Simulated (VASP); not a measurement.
KAg, 2 atoms in the cell. Symmetry: Pm-3m, No. 221, cubic system. The conventional cell has a = 4.124 Å, b = 4.124 Å, c = 4.124 Å, α = 90.00°, β = 90.00°, γ = 90.00°. K (site symmetry m-3m) has 8 Ag at 3.57 Å and 6 K at 4.12 Å within 4.7 Å. Ag (site symmetry m-3m) has 8 K at 3.57 Å and 6 Ag at 4.12 Å within 4.7 Å. 

```yaml
Program: VASP 6.6.1
Task: single point
Functional: PBE
Potentials_or_basis: VASP PAW PBE potentials, release 64 (K_sv, Ag)
Cutoff: 520 eV
k_mesh: 14 × 14 × 14
Occupations: gaussian, width 0.1 eV
Spin: no spin polarisation
Dipole_correction: no
Further_INCAR_settings: ALGO = Fast; EDIFF = 1e-07; NBANDS = 17
```

Potentials or basis: VASP PAW PBE potentials, release 64 (K_sv, Ag).

Launch:

```bash
$ cat potpaw_PBE.64/K_sv/POTCAR potpaw_PBE.64/Ag/POTCAR > POTCAR
$ mpirun -np 1 vasp_std > vasp.out
```

Hardware: 1 thread of Oxide Virtual Turin-like Processor, with other jobs on the host.

Q: Estimate the wall time of this run.

A: Run time: 3.6 min on 1 thread of Oxide Virtual Turin-like Processor (shared host), peak memory 0.25 GiB. Counts: scf iterations 18, k points 120.
